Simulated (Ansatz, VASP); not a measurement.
Two plane-wave programs on BP

File INCAR:

```
SYSTEM = BP
PREC     = Accurate       ! precision mode
ENCUT    = 520            ! plane-wave cutoff, eV
EDIFF    = 1E-6           ! SCF threshold, eV
ISMEAR   = 0              ! smearing method
SIGMA    = 0.05           ! smearing width, eV
LREAL    = .FALSE.        ! projectors in reciprocal space
LASPH    = .TRUE.         ! aspherical terms in the spheres
NELM     = 80             ! most SCF steps
ALGO     = Normal         ! electronic algorithm
ISIF     = 2              ! what is computed and relaxed
LWAVE    = .FALSE.        ! write WAVECAR
LCHARG   = .FALSE.        ! write CHGCAR
GGA      = RP             ! functional
NBANDS   = 11             ! bands
```

The input KPOINTS:

```
regular mesh
0
G
  8 8 8
  0 0 0
```

The input POSCAR:

```
BP
1.0
    0.0000000000      2.2721994813      2.2721994813
    2.2721994813      0.0000000000      2.2721994813
    2.2721994813      2.2721994813      0.0000000000
B P
1 1
Direct
    0.0000000000      0.0000000000      0.0000000000
    0.7500000000      0.7500000000      0.7500000000
```

Input for Ansatz:

```yaml
crystal:
  lattice:
    - [0.0, 2.2721994813, 2.2721994813]
    - [2.2721994813, 0.0, 2.2721994813]
    - [2.2721994813, 2.2721994813, 0.0]
  atoms:
    - { symbol: B, position: [0.0, 0.0, 0.0] }
    - { symbol: P, position: [0.75, 0.75, 0.75] }
basis:
  ecutwfc: 420
  ecutrho_ratio: 4
kpoints:
  mp_grid: { grid: [8, 8, 8] }
hamiltonian:
  xc: rpbe
scf:
  occupations: { method: gaussian, width: 0.05 }
output:
  forces: true
  stress: true
  eigenvalues: true
```

Alike in both runs: task single point; functional RPBE; k mesh 8 × 8 × 8; occupations gaussian, width 0.05 eV; no spin polarisation.

```csv
,VASP,Ansatz
version,VASP 6.6.1,Ansatz 0.2.0
potentials or method,"VASP PAW PBE potentials, release 64 (B, P), cutoff 520 eV","scalar-relativistic, plane waves, PAW"
valence electrons in the cell,8,8
```

|  | VASP | Ansatz | Ansatz less VASP |
| --- | --- | --- | --- |
| gap on the k mesh at the Fermi level (eV) | 1.29 | 1.30 | +0.014 |
| least direct gap on the mesh (eV) | 3.39 | 3.40 | +0.011 |
| pressure (GPa) | 2.8 | 3.3 | +0.46 |

VASP's potentials were made for PBE, not for RPBE.
